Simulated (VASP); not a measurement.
Set up this calculation in VASP 6.6.1, as the native input.

```
Task                   : single point
Functional             : PBE
Potentials or basis    : VASP PAW PBE potentials, release 64 (Tm_3, Sb, Cl), 4f in core
Cutoff                 : 500 eV
k mesh                 : 6 × 6 × 2
Occupations            : gaussian, width 0.1 eV
Spin                   : no spin polarisation
Dipole correction      : no
Further INCAR settings : ALGO = Normal; EDIFF = 1e-06; NBANDS = 24
```

The structure of TmSb2Cl2 lies in POSCAR:

```
TmSb2Cl2
1.0
    4.2465728604      0.0000000030      0.0000000000
   -2.1232864328      3.6776399746      0.0000000000
    0.0000000000      0.0000000000     10.2039721973
Tm Sb Cl
1 2 2
Direct
    0.0000000000      0.0000000000      0.5000000000
    0.6666666667      0.3333333333      0.6698305926
    0.3333333333      0.6666666667      0.3301694074
    0.6666666667      0.3333333333      0.1498310479
    0.3333333333      0.6666666667      0.8501689521
```

The cell was generated, and may not be a known phase.

One way to write it, as run:

INCAR

```
PREC = Accurate ; ENCUT = 500
EDIFF = 1E-6 ; ISMEAR = 0
SIGMA = 0.1 ; LREAL = False
LASPH = True ; NELM = 200
ALGO = Normal ; ISIF = 2
LWAVE = False ; LCHARG = False
GGA = PE ; NBANDS = 24
GGA_COMPAT = False ; LMAXMIX = 6
```

KPOINTS

```
Automatic mesh
0
Gamma
  6 6 2
```

Potentials or basis: VASP PAW PBE potentials, release 64 (Tm_3, Sb, Cl), 4f in core.

Run with:

```bash
$ cat potpaw_PBE.64/Tm_3/POTCAR potpaw_PBE.64/Sb/POTCAR potpaw_PBE.64/Cl/POTCAR > POTCAR
$ mpirun -np 1 vasp_std > vasp.out
```

It gave:

The pressure is 0.4 GPa, the largest force is 0.046 eV/Å and the band gap on the k mesh is zero (an odd number of electrons rules out a gap without spin polarisation).

Caveat: spin-orbit coupling is left out, which moves the levels of the heavy elements; this functional lacks dispersion, which binds layers or chains, so the pressure and a relaxed spacing across them are unreliable; the 4f electrons are frozen in the core, so they carry no moment and show no levels; an odd number of electrons without spin polarisation forces a metal; a magnetic or distorted state may lie lower; the run has no spin polarisation, though such a crystal can be magnetic.

It took 29 s on 1 thread of Intel(R) Xeon(R) 6975P-C (Granite Rapids) (shared host), peak memory 0.29 GiB.
